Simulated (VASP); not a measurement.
# AlAs (F-43m) in VASP: notebook

Runs on AlAs. Level: PBE. Tasks: single point.

Program: VASP 6.6.1. These are calculated values, not measurements. Logs are shortened: lines on timing, memory, paths and dates and some standing lists are left out, and cuts for length are marked.

## Step 1: The cell of the first run

Symmetry: F-43m, No. 216, cubic system. The conventional cell has a = 5.425 Å, b = 5.425 Å, c = 5.425 Å, α = 90.00°, β = 90.00°, γ = 90.00°. Within 3.1 Å of Al (site symmetry -43m) lie 4 As at 2.35 Å. As (site symmetry -43m) has 4 Al at 2.35 Å within 3.1 Å.

## Step 2: Single point, PBE

The input, INCAR:

```
PREC = Accurate ; ENCUT = 500
EDIFF = 1E-6 ; ISMEAR = 0
SIGMA = 0.01 ; LREAL = F
LASPH = T ; NELM = 120
ALGO = Normal ; ISIF = 2
LWAVE = F ; LCHARG = F
GGA = PE ; NBANDS = 11
GGA_COMPAT = F
```

The input, KPOINTS:

```
Automatic mesh
0
Gamma
  6 6 6
```

The input, POSCAR:

```
AlAs
1.0
    0.0000000000      2.7123269527      2.7123269527
    2.7123269527      0.0000000000      2.7123269527
    2.7123269527      2.7123269527      0.0000000000
Al As
1 1
Direct
    0.0000000000      0.0000000000      0.0000000000
    0.2500000000      0.2500000000      0.2500000000
```

Potentials or basis: VASP PAW PBE potentials, release 64 (Al, As).

Started as:

```sh
cat potpaw_PBE.64/Al/POTCAR potpaw_PBE.64/As/POTCAR > POTCAR
mpirun -np 1 vasp_std > vasp.out
```

OUTCAR:

```text
PREC = Accurate
   ENCUT = 500
   EDIFF = 1E-6
   ISMEAR = 0
   LREAL = F
   LASPH = T
   NELM = 120
   ISIF = 2
   GGA = PE

 ion  position               nearest neighbor table
   1  0.000  0.000  0.000-   2 2.35   2 2.35   2 2.35   2 2.35
   2  0.250  0.250  0.250-   1 2.35   1 2.35   1 2.35   1 2.35

  LATTYP: Found a face centered cubic cell.
 ALAT       =     5.4246539054

  Lattice vectors:

 A1 = (   0.0000000000,   2.7123269527,   2.7123269527)
 A2 = (   2.7123269527,   0.0000000000,   2.7123269527)
 A3 = (   2.7123269527,   2.7123269527,   0.0000000000)

Analysis of symmetry for initial positions (statically):
=====================================================================
 Subroutine PRICEL returns:
 Original cell was already a primitive cell.

 Routine SETGRP: Setting up the symmetry group for a
 face centered cubic supercell.

 Subroutine GETGRP returns: Found 24 space group operations
 (whereof 24 operations were pure point group operations)
 out of a pool of 48 trial point group operations.

The static configuration has the point symmetry T_d .

Analysis of symmetry for dynamics (positions and initial velocities):
=====================================================================
 Subroutine PRICEL returns:
 Original cell was already a primitive cell.

 Routine SETGRP: Setting up the symmetry group for a
 face centered cubic supercell.

 Subroutine GETGRP returns: Found 24 space group operations
 (whereof 24 operations were pure point group operations)
 out of a pool of 48 trial point group operations.

The dynamic configuration has the point symmetry T_d .

 Subroutine INISYM returns: Found 24 space group operations
 (whereof 24 operations are pure point group operations),
 and found     1 'primitive' translations

----------------------------------------------------------------------------------------

                                     Primitive cell

  volume of cell :      39.9076

  direct lattice vectors                    reciprocal lattice vectors
     0.000000000  2.712326953  2.712326953    -0.184343558  0.184343558  0.184343558
     2.712326953  0.000000000  2.712326953     0.184343558 -0.184343558  0.184343558
     2.712326953  2.712326953  0.000000000     0.184343558  0.184343558 -0.184343558

  length of vectors
     3.835809562  3.835809562  3.835809562     0.319292408  0.319292408  0.319292408

  position of ions in fractional coordinates (direct lattice)
     0.000000000  0.000000000  0.000000000
     0.250000000  0.250000000  0.250000000

  ion indices of the primitive-cell ions
   primitive index   ion index
                 1           1
                 2           2

----------------------------------------------------------------------------------------

 KPOINTS: Automatic mesh

Automatic generation of k-mesh.
 Grid dimensions read from file:
 generate k-points for:    6    6    6

 Generating k-lattice:

  Cartesian coordinates                     Fractional coordinates (reciprocal lattice)
    -0.030723926  0.030723926  0.030723926     0.166666667  0.000000000  0.000000000
     0.030723926 -0.030723926  0.030723926     0.000000000  0.166666667  0.000000000
     0.030723926  0.030723926 -0.030723926     0.000000000  0.000000000  0.166666667

  Length of vectors
     0.053215401  0.053215401  0.053215401

  Shift w.r.t. Gamma in fractional coordinates (k-lattice)
     0.000000000  0.000000000  0.000000000

 Subroutine IBZKPT returns following result:
 ===========================================

 Found     16 irreducible k-points:

 Following reciprocal coordinates:
            Coordinates               Weight
  0.000000  0.000000  0.000000      1.000000
  0.166667  0.000000  0.000000      8.000000
  0.333333  0.000000  0.000000      8.000000
  0.500000  0.000000  0.000000      4.000000
  0.166667  0.166667  0.000000      6.000000
  0.333333  0.166667  0.000000     24.000000
[... 8 lines left out ...]
 -0.333333  0.333333  0.166667     24.000000
 -0.333333  0.500000  0.166667     12.000000
   k-points           NKPTS =     16   k-points in BZ     NKDIM =     16   number of bands    NBANDS=     11
   number of dos      NEDOS =    301   number of ions     NIONS =      2
   total plane-waves  NPLWV =  21952
   dimension x,y,z NGX =    28 NGY =   28 NGZ =   28
   dimension x,y,z NGXF=    56 NGYF=   56 NGZF=   56
   ions per type =               1   1
   NGX,Y,Z   is equivalent  to a cutoff of  12.14, 12.14, 12.14 a.u.
   NGXF,Y,Z  is equivalent  to a cutoff of  24.27, 24.27, 24.27 a.u.
 SYSTEM =  unknown system
   PREC   = accura    normal or accurate (medium, high low for compatibility)
   ISTART =      0    job   : 0-new  1-cont  2-samecut
   ICHARG =      2    charge: 1-file 2-atom 10-const
   ISPIN  =      1    spin polarized calculation?
   LNONCOLLINEAR =      F non collinear calculations
   LSORBIT =      F    spin-orbit coupling
   LASPH  =      T    aspherical Exc in radial PAW
   ENCUT  =  500.0 eV  36.75 Ry    6.06 a.u.   6.99  6.99  6.99*2*pi/ulx,y,z
   NELM   =    120;   NELMIN=  2; NELMDL= -5     # of ELM steps
   EDIFF  = 0.1E-05   stopping-criterion for ELM
   LREAL  =      F    real-space projection
   EDIFFG = 0.1E-04   stopping-criterion for IOM
   NSW    =      0    number of steps for IOM
   IBRION =     -1    ionic relax: 0-MD 1-quasi-New 2-CG
   NFREE  =      0    steps in history (QN), initial steepest desc. (CG)
   ISIF   =      2    stress and relaxation
   ISYM   =      2    0-nonsym 1-usesym 2-fastsym
   POTIM  = 0.5000    time-step for ionic-motion
   TEBEG  =    0.0;   TEEND  =   0.0 temperature during run
   PSTRESS=    0.0 pullay stress
   NELECT =       8.0000    total number of electrons
   NUPDOWN=      -1.0000    fix difference up-down
   EMIN   =  10.00;   EMAX   =-10.00  energy-range for DOS
   EFERMI =   0.00;   METHOD = LEGACY
   ISMEAR =     0;   SIGMA  =   0.01  broadening in eV -4-tet -1-fermi 0-gaus
   EFERMI_NEDOS =   21; number of points for ismear=-14 and -15
   IALGO  =     38    algorithm
   IMIX   =      4    mixing-type and parameters
     AMIX     =   0.40;   BMIX     =  1.00
     AMIX_MAG =   1.60;   BMIX_MAG =  1.00
  volume/ion in A,a.u.               =      19.95       134.66
  Fermi-wavevector in a.u.,A,eV,Ry     =   0.958119  1.810582 12.490040  0.917992
  Thomas-Fermi vector in A             =   2.087198
   LORBIT       =      0    0 simple, 1 ext, 2 COOP (PROOUT), +10 PAW based schemes
   GGA     = PE    functional components
   LHFCALC =     F    Hartree Fock is set to
   AEXX    =    0.0000 exact exchange contribution
   IVDW    =     0    specifies the selected vdW correction
   LEPSILON=     F    determine dielectric tensor
   LRPA    =     F    only Hartree local field effects (RPA)
 non-spin polarized calculation
 Gauss-broadening in eV      SIGMA  =   0.01
  energy-cutoff  :      500.00
  volume of cell :       39.91
 maximum number of plane-waves:      1020
   NGX = 13   NGY = 13   NGZ = 13

 number of electron       8.0000000 magnetization

 Free energy of the ion-electron system (eV)
  ---------------------------------------------------
  ext. energy  EPLUGINS =         0.00000000
  ---------------------------------------------------
  free energy    TOTEN  =        -9.06780057 eV

  energy without entropy =       -9.06780057  energy(sigma->0) =       -9.06780057

 E-fermi :   5.1036     XC(G=0):  -9.5466

 val. band max:        5.0519756096   @ k =   0.0000   0.0000   0.0000
 cond. band min:       6.2304511447   @ k =   0.5000   0.5000   0.0000
 fundamental gap:      1.1784755351
 Fermi energy:         5.1036148997

 k-point     1 :       0.0000    0.0000    0.0000
  band No.  band energies     occupation
      1      -7.5872      2.00000
      2       5.0520      2.00000
      3       5.0520      2.00000
      4       5.0520      2.00000
      5       8.1677      0.00000
      6       9.5570      0.00000
      7       9.5570      0.00000
      8       9.5570      0.00000
      9      14.3094      0.00000
     10      14.3094      0.00000
     11      14.6527      0.00000

 k-point     2 :       0.1667    0.0000    0.0000
  band No.  band energies     occupation
      1      -7.2718      2.00000
      2       2.8553      2.00000
      3       4.7549      2.00000
      4       4.7549      2.00000
      5       8.5295      0.00000
      6      10.0395      0.00000
      7      10.0395      0.00000
      8      10.9221      0.00000
      9      13.4320      0.00000
     10      13.4320      0.00000
     11      15.2946      0.00000

 k-point     3 :       0.3333    0.0000    0.0000
  band No.  band energies     occupation
      1      -6.4525      2.00000
      2       0.1417      2.00000
      3       4.3111      2.00000
      4       4.3111      2.00000
      5       7.9313      0.00000
      6      10.0623      0.00000
      7      10.0623      0.00000
      8      13.0976      0.00000
      9      14.4336      0.00000
     10      14.4336      0.00000
     11      15.1724      0.00000

 k-point     4 :       0.5000    0.0000    0.0000
  band No.  band energies     occupation
      1      -5.8484      2.00000
      2      -1.1360      2.00000
      3       4.1343      2.00000
      4       4.1343      2.00000
      5       7.6903      0.00000
      6       9.8034      0.00000
      7       9.8034      0.00000
      8      13.0105      0.00000
      9      17.1731      0.00000
     10      17.1731      0.00000
     11      17.3689      0.00000

 k-point     5 :       0.1667    0.1667    0.0000
  band No.  band energies     occupation
      1      -7.1653      2.00000
      2       3.0691      2.00000
      3       4.1439      2.00000
      4       4.1439      2.00000
      5       8.4537      0.00000
      6       9.7880      0.00000
      7      11.0719      0.00000
      8      11.0719      0.00000
      9      12.2326      0.00000
     10      14.8364      0.00000
     11      16.5910      0.00000
[... 99 lines left out ...]
 k-point    13 :       0.5000    0.5000    0.0000
  band No.  band energies     occupation
      1      -5.1648      2.00000
      2      -0.8618      2.00000
      3       2.5755      2.00000
      4       2.5755      2.00000
      5       6.2305      0.00000
      6       7.3261      0.00000
      7      16.3763      0.00000
      8      16.3763      0.00000
      9      18.3268      0.00000
     10      18.4031      0.00000
     11      18.4033      0.00000

 k-point    14 :       0.5000    0.3333    0.1667
  band No.  band energies     occupation
      1      -5.8057      2.00000
      2       0.0818      2.00000
      3       1.9287      2.00000
      4       3.1545      2.00000
      5       8.7788      0.00000
      6       9.9382      0.00000
      7      10.5393      0.00000
      8      13.6047      0.00000
      9      15.0515      0.00000
     10      16.4797      0.00000
     11      18.9032      0.00000

 k-point    15 :      -0.3333    0.3333    0.1667
  band No.  band energies     occupation
      1      -5.3348      2.00000
      2      -0.5140      2.00000
      3       1.4226      2.00000
      4       2.7028      2.00000
      5       9.0518      0.00000
      6       9.9673      0.00000
      7      12.3209      0.00000
      8      12.8908      0.00000
      9      14.0694      0.00000
     10      17.3195      0.00000
     11      18.8260      0.00000

 k-point    16 :      -0.3333    0.5000    0.1667
  band No.  band energies     occupation
      1      -5.1285      2.00000
      2      -0.5532      2.00000
      3       1.6532      2.00000
      4       1.9313      2.00000
      5       8.1965      0.00000
      6       9.3805      0.00000
      7      12.7170      0.00000
      8      13.4956      0.00000
      9      16.5508      0.00000
     10      18.3385      0.00000
     11      18.5993      0.00000

------------------------ aborting loop because EDIFF is reached ----------------------------------------

  FORCE on cell =-STRESS in cart. coord.  units (eV):
  Direction    XX          YY          ZZ          XY          YZ          ZX
  --------------------------------------------------------------------------------------
  -------------------------------------------------------------------------------------
  Total        3.9659245      3.9659245      3.9659245      0.0000000     -0.0000000     -0.0000000
  in kB      159.2204728    159.2204728    159.2204728      0.0000000     -0.0000000     -0.0000000
  external PRESSURE =     159.2204728 kB  Pullay stress =       0.0000000 kB

 VOLUME and BASIS-vectors are now :
 -----------------------------------------------------------------------------
  energy-cutoff  :      500.00
  volume of cell :       39.91
      direct lattice vectors                 reciprocal lattice vectors
     0.000000000  2.712326953  2.712326953    -0.184343558  0.184343558  0.184343558
     2.712326953  0.000000000  2.712326953     0.184343558 -0.184343558  0.184343558
     2.712326953  2.712326953  0.000000000     0.184343558  0.184343558 -0.184343558

 POSITION                                       TOTAL-FORCE (eV/Angst)
 -----------------------------------------------------------------------------------
      0.00000      0.00000      0.00000         0.000000      0.000000      0.000000
      1.35616      1.35616      1.35616        -0.000000     -0.000000     -0.000000
 -----------------------------------------------------------------------------------
    total drift:                                0.000000      0.000000      0.000000

  FREE ENERGIE OF THE ION-ELECTRON SYSTEM (eV)
  ---------------------------------------------------
  free  energy   TOTEN  =        -9.0678005704 eV

  energy  without entropy=       -9.0678005704  energy(sigma->0) =       -9.06780057
```

Wall time 4.2 s (1 thread of AMD EPYC 9R45 (Zen 5), shared host); peak memory 0.12 GiB.

Results:

```yaml
Free_energy: -9.0678 eV
Pressure: 15.9 GPa
Band_gap_on_the_k_mesh: 1.18 eV, indirect (least direct gap 3.12 eV)
```

## Step 3: Single point, PBE

This run uses another cell than the first one, of 20.86 Å³/atom, 1.045 times its volume.

The input, INCAR:

```
ALGO = Normal
EDIFF = 1E-6
ENCUT = 500
GGA = PE
GGA_COMPAT = F
ISIF = 2
ISMEAR = 0
LASPH = T
LCHARG = F
LREAL = F
LWAVE = F
NBANDS = 11
NELM = 120
PREC = Accurate
SIGMA = 0.01
```

The input, KPOINTS:

```
k-points
0
Gamma
  6 6 6
```

The input, POSCAR:

```
AlAs
1.0
    0.0000000000      2.7528154137      2.7528154137
    2.7528154137      0.0000000000      2.7528154137
    2.7528154137      2.7528154137      0.0000000000
Al As
1 1
Direct
    0.0000000000      0.0000000000      0.0000000000
    0.2500000000      0.2500000000      0.2500000000
```

Potentials or basis: VASP PAW PBE potentials, release 64 (Al, As).

Started as:

```sh
cat potpaw_PBE.64/Al/POTCAR potpaw_PBE.64/As/POTCAR > POTCAR
mpirun -np 1 vasp_std > vasp.out
```

Run time: 4.4 s. Hardware: 1 thread of AMD EPYC 9R45 (Zen 5), shared host; peak memory 0.12 GiB.

The run converged. Its results:

| Item | Value |
| --- | --- |
| Free energy | -9.2171 eV |
| Pressure | 10.6 GPa |
| Band gap on the k mesh | 1.27 eV, indirect (least direct gap 2.74 eV) |

Levels at points of the mesh, in eV from the valence-band top:
```csv
k point,band 1,band 2,band 3,band 4,band 5,band 6,band 7,band 8
"(0.00, 0.00, 0.00)",-12.36,0.00,0.00,0.00,2.74,4.43,4.43,4.43
"(0.50, 0.00, 0.00)",-10.73,-5.96,-0.89,-0.89,2.46,4.73,4.73,7.89
"(0.50, 0.50, 0.00)",-10.10,-5.74,-2.37,-2.37,1.27,2.28,10.98,10.98
```

## Step 4: Single point, PBE

This run uses another cell than the first one, of 21.77 Å³/atom, 1.091 times its volume.

The input, INCAR:

```
PREC     = Accurate       # precision mode
ENCUT    = 500            # plane-wave cutoff, eV
EDIFF    = 1E-6           # SCF threshold, eV
ISMEAR   = 0              # smearing method
SIGMA    = 0.01           # smearing width, eV
LREAL    = F              # projectors in reciprocal space
LASPH    = T              # aspherical terms in the spheres
NELM     = 120            # most SCF steps
ALGO     = Normal         # electronic algorithm
ISIF     = 2              # what is computed and relaxed
LWAVE    = F              # write WAVECAR
LCHARG   = F              # write CHGCAR
GGA      = PE             # functional
NBANDS   = 11             # bands
GGA_COMPAT= F
```

The input, KPOINTS:

```
regular mesh
0
Gamma
  6 6 6
```

The input, POSCAR:

```
AlAs
1.0
    0.0000000000      2.7921466621      2.7921466621
    2.7921466621      0.0000000000      2.7921466621
    2.7921466621      2.7921466621      0.0000000000
Al As
1 1
Direct
    0.0000000000      0.0000000000      0.0000000000
    0.2500000000      0.2500000000      0.2500000000
```

Started as:

```sh
cat potpaw_PBE.64/Al/POTCAR potpaw_PBE.64/As/POTCAR > POTCAR
mpirun -np 1 vasp_std > vasp.out
```

Run time: 4.7 s. Hardware: 1 thread of AMD EPYC 9R45 (Zen 5), shared host; peak memory 0.13 GiB.

It converged, with:

```
Free energy            : -9.3121 eV
Pressure               : 6.3 GPa
Band gap on the k mesh : 1.36 eV, indirect (least direct gap 2.39 eV)
```

Levels at points of the mesh, in eV from the valence-band top:
| k point | band 1 | band 2 | band 3 | band 4 | band 5 | band 6 | band 7 | band 8 |
| --- | --- | --- | --- | --- | --- | --- | --- | --- |
| (0.00, 0.00, 0.00) | -12.10 | 0.00 | 0.00 | 0.00 | 2.39 | 4.35 | 4.35 | 4.35 |
| (0.50, 0.00, 0.00) | -10.58 | -5.76 | -0.86 | -0.86 | 2.30 | 4.70 | 4.70 | 7.82 |
| (0.50, 0.50, 0.00) | -9.99 | -5.58 | -2.27 | -2.27 | 1.36 | 2.29 | 10.65 | 10.65 |

A k mesh can miss the band edges.

(Continued in part 2 of 2.)
